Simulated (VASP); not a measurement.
# BN (P6_3/mmc) in VASP: settings compared

Aim: see how the results for BN move with the level of theory and the settings. Levels: BLYP+D4, r2SCAN. Tasks: single point.

Everything below comes from runs of VASP 6.6.1. Logs are shortened: lines on timing, memory, paths and dates and some standing lists are left out, and cuts for length are marked.

**1. The cell of the first run**

Symmetry: P6_3/mmc, No. 194, hexagonal system. The conventional cell has a = 2.547 Å, b = 2.547 Å, c = 6.766 Å, α = 90.00°, β = 90.00°, γ = 120.00°. Within 2.0 Å of N (site symmetry -6m2) lie 3 B at 1.47 Å. B (site symmetry -6m2) has 3 N at 1.47 Å within 2.0 Å.

**2. Single point, BLYP+D4**

INCAR reads:

```
SYSTEM = BN
AGGAC = 1.0
AGGAX = 1.0
ALDAC = 0.0
ALDAX = 1.0
ALGO = Normal
EDIFF = 1E-6
ENCUT = 520
GGA = B5
ISIF = 2
ISMEAR = -1
IVDW = 13
LASPH = .True.
LCHARG = .False.
LREAL = .False.
LWAVE = .False.
NBANDS = 16
NELM = 100
PREC = Accurate
SIGMA = 0.05
VDW_A1 = 0.44488865
VDW_A2 = 4.0933009
VDW_S6 = 1.0
VDW_S8 = 2.34076671
```

KPOINTS reads:

```
k-points
0
Gamma
  12 12 4
  0 0 0
```

POSCAR reads:

```
BN
1.0
    2.5472375375      0.0000000000      0.0000000000
   -1.2736187687      2.2059724170      0.0000000000
    0.0000000000      0.0000000000      6.7658448057
N B
2 2
Direct
    0.6666666667      0.3333333333      0.2500000000
    0.3333333333      0.6666666667      0.7500000000
    0.6666666667      0.3333333333      0.7500000000
    0.3333333333      0.6666666667      0.2500000000
```

Potentials or basis: VASP PAW PBE potentials, release 64 (N, B).

On the command line:

```sh
$ cat potpaw_PBE.64/N/POTCAR potpaw_PBE.64/B/POTCAR > POTCAR
$ mpirun -np 1 vasp_std > vasp.out
```

OUTCAR:

```text
SYSTEM = BN
   EDIFF = 1E-6
   ENCUT = 520
   GGA = B5
   ISIF = 2
   ISMEAR = -1
   IVDW = 13
   LASPH = .True.
   LREAL = .False.
   NELM = 100
   PREC = Accurate

 ion  position               nearest neighbor table
   1  0.667  0.333  0.250-   4 1.47   4 1.47   4 1.47
   2  0.333  0.667  0.750-   3 1.47   3 1.47   3 1.47
   3  0.667  0.333  0.750-   2 1.47   2 1.47   2 1.47
   4  0.333  0.667  0.250-   1 1.47   1 1.47   1 1.47

  LATTYP: Found a hexagonal cell.
 ALAT       =     2.5472375375
 C/A-ratio  =     2.6561499295

  Lattice vectors:

 A1 = (   2.5472375375,   0.0000000000,   0.0000000000)
 A2 = (  -1.2736187687,   2.2059724170,   0.0000000000)
 A3 = (   0.0000000000,   0.0000000000,   6.7658448057)

Analysis of symmetry for initial positions (statically):
=====================================================================
 Subroutine PRICEL returns:
 Original cell was already a primitive cell.

 Routine SETGRP: Setting up the symmetry group for a
 hexagonal supercell.

 Subroutine GETGRP returns: Found 24 space group operations
 (whereof 12 operations were pure point group operations)
 out of a pool of 24 trial point group operations.

The static configuration has the point symmetry D_3d.
 The point group associated with its full space group is D_6h.

Analysis of symmetry for dynamics (positions and initial velocities):
=====================================================================
 Subroutine PRICEL returns:
 Original cell was already a primitive cell.

 Routine SETGRP: Setting up the symmetry group for a
 hexagonal supercell.

 Subroutine GETGRP returns: Found 24 space group operations
 (whereof 12 operations were pure point group operations)
 out of a pool of 24 trial point group operations.

The dynamic configuration has the point symmetry D_3d.
 The point group associated with its full space group is D_6h.

 Subroutine INISYM returns: Found 24 space group operations
 (whereof 12 operations are pure point group operations),
 and found     1 'primitive' translations

----------------------------------------------------------------------------------------

                                     Primitive cell

  volume of cell :      38.0182

  direct lattice vectors                    reciprocal lattice vectors
     2.547237538  0.000000000  0.000000000     0.392582154  0.226657412  0.000000000
    -1.273618769  2.205972417  0.000000000     0.000000000  0.453314825  0.000000000
     0.000000000  0.000000000  6.765844806     0.000000000  0.000000000  0.147801203

  length of vectors
     2.547237538  2.547237538  6.765844806     0.453314825  0.453314825  0.147801203

  position of ions in fractional coordinates (direct lattice)
     0.666666667  0.333333333  0.250000000
     0.333333333  0.666666667  0.750000000
     0.666666667  0.333333333  0.750000000
     0.333333333  0.666666667  0.250000000

  ion indices of the primitive-cell ions
   primitive index   ion index
                 1           1
                 2           2
                 3           3
                 4           4

----------------------------------------------------------------------------------------

 KPOINTS: k-points

Automatic generation of k-mesh.
 Grid dimensions read from file:
 generate k-points for:   12   12    4

 Generating k-lattice:

  Cartesian coordinates                     Fractional coordinates (reciprocal lattice)
     0.032715180  0.018888118  0.000000000     0.083333333  0.000000000  0.000000000
     0.000000000  0.037776235  0.000000000     0.000000000  0.083333333  0.000000000
     0.000000000  0.000000000  0.036950301     0.000000000  0.000000000  0.250000000

  Length of vectors
     0.037776235  0.037776235  0.036950301

  Shift w.r.t. Gamma in fractional coordinates (k-lattice)
     0.000000000  0.000000000  0.000000000

 Subroutine IBZKPT returns following result:
 ===========================================

 Found     57 irreducible k-points:

 Following reciprocal coordinates:
            Coordinates               Weight
  0.000000  0.000000  0.000000      1.000000
  0.083333  0.000000  0.000000      6.000000
  0.166667  0.000000  0.000000      6.000000
  0.250000 -0.000000  0.000000      6.000000
  0.333333  0.000000  0.000000      6.000000
  0.416667  0.000000  0.000000      6.000000
[... 16 lines left out ...]
  0.250000 -0.000000  0.250000     12.000000
  0.333333  0.000000  0.250000     12.000000
 [... further k-points ...]
   k-points           NKPTS =     57   k-points in BZ     NKDIM =     57   number of bands    NBANDS=     16
   number of dos      NEDOS =    301   number of ions     NIONS =      4
   total plane-waves  NPLWV =  20000
   dimension x,y,z NGX =    20 NGY =   20 NGZ =   50
   dimension x,y,z NGXF=    40 NGYF=   40 NGZF=  100
   ions per type =               2   2
   NGX,Y,Z   is equivalent  to a cutoff of  13.05, 13.05, 12.29 a.u.
   NGXF,Y,Z  is equivalent  to a cutoff of  26.11, 26.11, 24.57 a.u.
 SYSTEM =  BN
   PREC   = accura    normal or accurate (medium, high low for compatibility)
   ISTART =      0    job   : 0-new  1-cont  2-samecut
   ICHARG =      2    charge: 1-file 2-atom 10-const
   ISPIN  =      1    spin polarized calculation?
   LNONCOLLINEAR =      F non collinear calculations
   LSORBIT =      F    spin-orbit coupling
   LASPH  =      T    aspherical Exc in radial PAW
   ENCUT  =  520.0 eV  38.22 Ry    6.18 a.u.   4.74  4.74 12.58*2*pi/ulx,y,z
   NELM   =    100;   NELMIN=  2; NELMDL= -5     # of ELM steps
   EDIFF  = 0.1E-05   stopping-criterion for ELM
   LREAL  =      F    real-space projection
   EDIFFG = 0.1E-04   stopping-criterion for IOM
   NSW    =      0    number of steps for IOM
   IBRION =     -1    ionic relax: 0-MD 1-quasi-New 2-CG
   NFREE  =      0    steps in history (QN), initial steepest desc. (CG)
   ISIF   =      2    stress and relaxation
   ISYM   =      2    0-nonsym 1-usesym 2-fastsym
   POTIM  = 0.5000    time-step for ionic-motion
   TEBEG  =    0.0;   TEEND  =   0.0 temperature during run
   PSTRESS=    0.0 pullay stress
   NELECT =      16.0000    total number of electrons
   NUPDOWN=      -1.0000    fix difference up-down
   EMIN   =  10.00;   EMAX   =-10.00  energy-range for DOS
   EFERMI =   0.00;   METHOD = LEGACY
   ISMEAR =    -1;   SIGMA  =   0.05  broadening in eV -4-tet -1-fermi 0-gaus
   EFERMI_NEDOS =   21; number of points for ismear=-14 and -15
   IALGO  =     38    algorithm
   IMIX   =      4    mixing-type and parameters
     AMIX     =   0.40;   BMIX     =  1.00
     AMIX_MAG =   1.60;   BMIX_MAG =  1.00
  volume/ion in A,a.u.               =       9.50        64.14
  Fermi-wavevector in a.u.,A,eV,Ry     =   1.226830  2.318372 20.478282  1.505111
  Thomas-Fermi vector in A             =   2.361816
   LORBIT       =      0    0 simple, 1 ext, 2 COOP (PROOUT), +10 PAW based schemes
   GGA     = B5    functional components
   LHFCALC =     F    Hartree Fock is set to
   AEXX    =    0.0000 exact exchange contribution
   IVDW    =    13    specifies the selected vdW correction
   LEPSILON=     F    determine dielectric tensor
   LRPA    =     F    only Hartree local field effects (RPA)
 non-spin polarized calculation
  energy-cutoff  :      520.00
  volume of cell :       38.02
 maximum number of plane-waves:      1046
 NGX is ok and might be reduce to    20
   NGX =  9   NGY =  9   NGZ = 25

 number of electron      16.0000002 magnetization

 Free energy of the ion-electron system (eV)
  ---------------------------------------------------
  ext. energy  EPLUGINS =         0.00000000
  ---------------------------------------------------
  free energy    TOTEN  =       -33.63087641 eV

  energy without entropy =      -33.63087641  energy(sigma->0) =      -33.63087641

 E-fermi :   3.3358     XC(G=0):  -9.3723

 val. band max:        2.2659454734   @ k =   0.3333   0.3333   0.5000
 cond. band min:       6.5533165206   @ k =   0.5000  -0.0000   0.0000
 fundamental gap:      4.2873710473
 Fermi energy:         3.3358152972

 k-point     1 :       0.0000    0.0000    0.0000
  band No.  band energies     occupation
      1     -15.1268      2.00000
      2     -14.8672      2.00000
      3      -3.5718      2.00000
      4      -1.6039      2.00000
      5       0.7878      2.00000
      6       0.7878      2.00000
[... 8 lines left out ...]
     15      13.6612      0.00000
     16      14.6474      0.00000

 k-point     2 :       0.0833    0.0000    0.0000
  band No.  band energies     occupation
      1     -14.9975      2.00000
      2     -14.7421      2.00000
      3      -3.3937      2.00000
      4      -1.4444      2.00000
      5       0.2575      2.00000
      6       0.2858      2.00000
[... 8 lines left out ...]
     15      14.1858      0.00000
     16      14.2132      0.00000

 k-point     3 :       0.1667    0.0000    0.0000
  band No.  band energies     occupation
      1     -14.6167      2.00000
      2     -14.3740      2.00000
      3      -2.8662      2.00000
      4      -1.0875      2.00000
      5      -1.0538      2.00000
      6      -0.9761      2.00000
[... 8 lines left out ...]
     15      15.5273      0.00000
     16      15.6306      0.00000

 k-point     4 :       0.2500   -0.0000    0.0000
  band No.  band energies     occupation
      1     -14.0120      2.00000
      2     -13.7917      2.00000
      3      -2.7944      2.00000
      4      -2.7424      2.00000
      5      -2.0146      2.00000
      6      -0.7260      2.00000
[... 8 lines left out ...]
     15      17.1723      0.00000
     16      17.6557      0.00000
[... 324 lines left out ...]
 k-point    22 :       0.1667    0.0000    0.2500
  band No.  band energies     occupation
      1     -14.5827      2.00000
      2     -14.4112      2.00000
      3      -2.6376      2.00000
      4      -1.3495      2.00000
      5      -1.0752      2.00000
      6      -1.0204      2.00000
[... 8 lines left out ...]
     15      15.5418      0.00000
     16      15.6149      0.00000

 k-point    23 :       0.2500   -0.0000    0.2500
  band No.  band energies     occupation
      1     -13.9809      2.00000
      2     -13.8253      2.00000
      3      -2.7965      2.00000
      4      -2.7556      2.00000
      5      -1.7808      2.00000
      6      -0.7187      2.00000
[... 8 lines left out ...]
     15      17.6692      0.00000
     16      17.7409      0.00000

 k-point    24 :       0.3333    0.0000    0.2500
  band No.  band energies     occupation
      1     -13.2247      2.00000
      2     -13.0944      2.00000
      3      -4.4815      2.00000
      4      -4.4315      2.00000
      5      -1.3089      2.00000
      6      -1.2701      2.00000
[... 8 lines left out ...]
     15      18.4561      0.00000
     16      20.0295      0.00000

 [... further k-points ...]

------------------------ aborting loop because EDIFF is reached ----------------------------------------

  DFT-D4 for vdW energy calculation

  Edisp (eV):   -1.14482

  FORCE on cell =-STRESS in cart. coord.  units (eV):
  Direction    XX          YY          ZZ          XY          YZ          ZX
  --------------------------------------------------------------------------------------
  -------------------------------------------------------------------------------------
  Total      -3.66970    -3.66970    -0.53696    -0.00000     0.00000     0.00000
  in kB    -154.65004  -154.65004   -22.62857    -0.00000     0.00000     0.00000
  external pressure =     -110.64 kB  Pullay stress =        0.00 kB

 VOLUME and BASIS-vectors are now :
 -----------------------------------------------------------------------------
  energy-cutoff  :      520.00
  volume of cell :       38.02
      direct lattice vectors                 reciprocal lattice vectors
     2.547237538  0.000000000  0.000000000     0.392582154  0.226657412  0.000000000
    -1.273618769  2.205972417  0.000000000     0.000000000  0.453314825  0.000000000
     0.000000000  0.000000000  6.765844806     0.000000000  0.000000000  0.147801203

 POSITION                                       TOTAL-FORCE (eV/Angst)
 -----------------------------------------------------------------------------------
      1.27362      0.73532      1.69146         0.000000     -0.000000      0.000000
     -0.00000      1.47065      5.07438         0.000000      0.000000      0.000000
      1.27362      0.73532      5.07438        -0.000000     -0.000000      0.000000
     -0.00000      1.47065      1.69146         0.000000      0.000000      0.000000
 -----------------------------------------------------------------------------------
    total drift:                               -0.000000      0.000000     -0.000000

  FREE ENERGIE OF THE ION-ELECTRON SYSTEM (eV)
  ---------------------------------------------------
  free  energy   TOTEN  =       -34.7757011603 eV

  energy  without entropy=      -34.7757011602  energy(sigma->0) =      -34.77570116
```

Wall time 51 s (1 thread of Intel Xeon 8259CL, shared host); peak memory 0.16 GiB.

What came out:

```
Free energy                : -34.7757 eV
Pressure                   : -11.1 GPa
Band gap on the k mesh     : 4.29 eV (least direct gap 4.57 eV)
Dispersion energy per atom : -0.286 eV
```

Levels at points of the mesh, in eV from the valence-band top:
| k point | band 5 | band 6 | band 7 | band 8 | band 9 | band 10 | band 11 | band 12 |
| --- | --- | --- | --- | --- | --- | --- | --- | --- |
| (0.00, 0.00, 0.00) | -1.48 | -1.48 | -1.44 | -1.44 | 5.19 | 9.94 | 11.20 | 11.20 |
| (0.50, 0.00, 0.00) | -4.11 | -4.05 | -1.33 | -0.41 | 4.29 | 5.50 | 9.19 | 9.59 |
| (0.00, 0.00, 0.50) | -1.46 | -1.46 | -1.46 | -1.46 | 7.39 | 7.39 | 11.25 | 11.25 |
| (0.50, 0.00, 0.50) | -4.08 | -4.08 | -0.85 | -0.85 | 4.70 | 4.70 | 9.54 | 9.54 |

Caveat: the cell stands under tension; the PAW data sets were made with another functional, which shifts forces and pressure a little. A k mesh can miss the band edges.

**3. Single point, r2SCAN**

This run uses another cell than the first one, of 9.33 Å³/atom.

POSCAR reads:

```
BN
1.0
    2.5311153490      0.0000000000      0.0000000000
   -1.2655576745      2.1920101922      0.0000000000
    0.0000000000      0.0000000000      6.7230218559
N B
2 2
Direct
    0.6666666667      0.3333333333      0.2500000000
    0.3333333333      0.6666666667      0.7500000000
    0.6666666667      0.3333333333      0.7500000000
    0.3333333333      0.6666666667      0.2500000000
```

INCAR.step1 reads:

```
ALGO     = Normal         # electronic algorithm
EDIFF    = 1E-4           # SCF threshold, eV
ENCUT    = 520            # plane-wave cutoff, eV
GGA      = PE             # functional
ISMEAR   = -1             # smearing method
LASPH    = True           # aspherical terms in the spheres
LCHARG   = False          # write CHGCAR
LREAL    = False          # projectors in reciprocal space
LWAVE    = True           # write WAVECAR
NBANDS   = 16             # bands
NELM     = 80             # most SCF steps
PREC     = Accurate       # precision mode
SIGMA    = 0.05           # smearing width, eV
```

INCAR.step2 reads:

```
ALGO     = Normal         # electronic algorithm
EDIFF    = 1E-6           # SCF threshold, eV
ENCUT    = 520            # plane-wave cutoff, eV
ISIF     = 2              # what is computed and relaxed
ISMEAR   = -1             # smearing method
ISTART   = 1            
LASPH    = True           # aspherical terms in the spheres
LCHARG   = True           # write CHGCAR
LELF     = True           # ELF
LMIXTAU  = True         
LREAL    = False          # projectors in reciprocal space
LVHAR    = True         
LWAVE    = False          # write WAVECAR
METAGGA  = R2SCAN         # meta-GGA
NBANDS   = 16             # bands
NELM     = 80             # most SCF steps
PREC     = Accurate       # precision mode
SIGMA    = 0.05           # smearing width, eV
```

KPOINTS reads:

```
k-points
0
Gamma
  12 12 4
```

Potentials or basis: VASP PAW PBE potentials, release 64 (N, B).

On the command line:

```sh
$ cat potpaw_PBE.64/N/POTCAR potpaw_PBE.64/B/POTCAR > POTCAR
$ cp INCAR.step1 INCAR
$ mpirun -np 1 vasp_std > vasp.out
$ cp INCAR.step2 INCAR
$ mpirun -np 1 vasp_std > vasp.out
```

Run time: 2.3 min. Hardware: 1 thread of Intel Xeon 8259CL, shared host; peak memory 0.17 GiB.

It converged, with:

| Quantity | Value |
| --- | --- |
| Free energy | -38.5644 eV |
| Pressure | -7.8 GPa |
| Band gap on the k mesh | 4.83 eV (least direct gap 5.26 eV) |

Stress tensor (GPa, compression positive):
```
-11.81   0.00   0.00
  0.00 -11.81   0.00
  0.00   0.00   0.28
```

Levels at points of the mesh, in eV from the valence-band top:
| k point | band 6 | band 7 | band 8 | band 9 | band 10 | band 11 |
| --- | --- | --- | --- | --- | --- | --- |
| (0.00, 0.00, 0.00) | -1.39 | -1.35 | -1.35 | 5.55 | 10.81 | 12.03 |
| (0.50, 0.00, 0.00) | -4.17 | -1.38 | -0.42 | 4.83 | 6.21 | 9.90 |
| (0.00, 0.00, 0.50) | -1.37 | -1.37 | -1.37 | 7.94 | 7.94 | 12.09 |
| (0.50, 0.00, 0.50) | -4.20 | -0.88 | -0.88 | 5.28 | 5.28 | 10.28 |

Caveat: the cell stands under tension; the PAW data sets were made with another functional, which shifts forces and pressure a little. r2SCAN opens gaps a little over a GGA but as a rule still falls short of measured ones.

**4. Single point, r2SCAN**

POSCAR reads:

```
BN
1.0
    2.5472375375      0.0000000000      0.0000000000
   -1.2736187687      2.2059724170      0.0000000000
    0.0000000000      0.0000000000      6.7658448057
N B
2 2
Direct
    0.6666666667      0.3333333333      0.2500000000
    0.3333333333      0.6666666667      0.7500000000
    0.6666666667      0.3333333333      0.7500000000
    0.3333333333      0.6666666667      0.2500000000
```

INCAR.step1 reads:

```
SYSTEM = BN
ALGO = Normal
EDIFF = 1E-4
ENCUT = 520
GGA = PE
ISMEAR = -1
LASPH = .TRUE.
LCHARG = .FALSE.
LREAL = .FALSE.
LWAVE = .TRUE.
NBANDS = 16
NELM = 100
PREC = Accurate
SIGMA = 0.05
```

INCAR.step2 reads:

```
SYSTEM = BN
ALGO = Normal
EDIFF = 1E-6
ENCUT = 520
ISIF = 2
ISMEAR = -1
ISTART = 1
LASPH = .TRUE.
LCHARG = .FALSE.
LMIXTAU = .TRUE.
LREAL = .FALSE.
LWAVE = .FALSE.
METAGGA = R2SCAN
NBANDS = 16
NELM = 100
PREC = Accurate
SIGMA = 0.05
```

KPOINTS reads:

```
k-points
0
G
  12 12 4
  0 0 0
```

On the command line:

```sh
$ cat potpaw_PBE.64/N/POTCAR potpaw_PBE.64/B/POTCAR > POTCAR
$ cp INCAR.step1 INCAR
$ mpirun -np 1 vasp_std > vasp.out
$ cp INCAR.step2 INCAR
$ mpirun -np 1 vasp_std > vasp.out
```

Wall time 2.8 min (1 thread of Intel Xeon 8259CL, shared host); peak memory 0.17 GiB.

The run converged. Its results:

- Free energy: -38.5213 eV
- Pressure: -11.8 GPa
- Band gap on the k mesh: 4.81 eV (least direct gap 5.22 eV)

Stress tensor (GPa, compression positive):
```
-17.82   0.00   0.00
  0.00 -17.82   0.00
  0.00   0.00   0.09
```

Levels at points of the mesh, in eV from the valence-band top:
| k point | band 4 | band 5 | band 6 | band 7 | band 8 | band 9 | band 10 | band 11 | band 12 | band 13 |
| --- | --- | --- | --- | --- | --- | --- | --- | --- | --- | --- |
| (0.00, 0.00, 0.00) | -4.01 | -1.40 | -1.40 | -1.37 | -1.37 | 5.50 | 10.66 | 11.88 | 11.88 | 12.00 |
| (0.50, 0.00, 0.00) | -8.98 | -4.20 | -4.14 | -1.35 | -0.42 | 4.81 | 6.13 | 9.71 | 10.11 | 13.01 |
| (0.00, 0.00, 0.50) | -5.14 | -1.39 | -1.39 | -1.39 | -1.39 | 7.83 | 7.83 | 11.93 | 11.93 | 11.93 |
| (0.50, 0.00, 0.50) | -9.02 | -4.17 | -4.17 | -0.87 | -0.87 | 5.24 | 5.24 | 10.08 | 10.08 | 13.94 |

Caveat: the cell stands under tension; the PAW data sets were made with another functional, which shifts forces and pressure a little.

**5. The runs side by side**

```tsv
level	cell	gap on the mesh (eV)	pressure (GPa)
BLYP+D4	a = 2.547, b = 2.547, c = 6.766 Å, angles 90.0, 90.0, 120.0°, 4 atoms	4.29	-11.1
r2SCAN	a = 2.531, b = 2.531, c = 6.723 Å, angles 90.0, 90.0, 120.0°, 4 atoms	4.83	-7.8
r2SCAN	a = 2.547, b = 2.547, c = 6.766 Å, angles 90.0, 90.0, 120.0°, 4 atoms	4.81	-11.8
```

Alike in all rows: task single point; potentials or basis VASP PAW PBE potentials, release 64 (N, B); no spin polarisation; k mesh 12 × 12 × 4; cutoff (eV) 520; smearing fermi-dirac 0.05 eV.

Caveats: the cell stands under tension; the PAW data sets were made with another functional, which shifts forces and pressure a little.

Absolute energies hang on the potentials; compare differences alone.
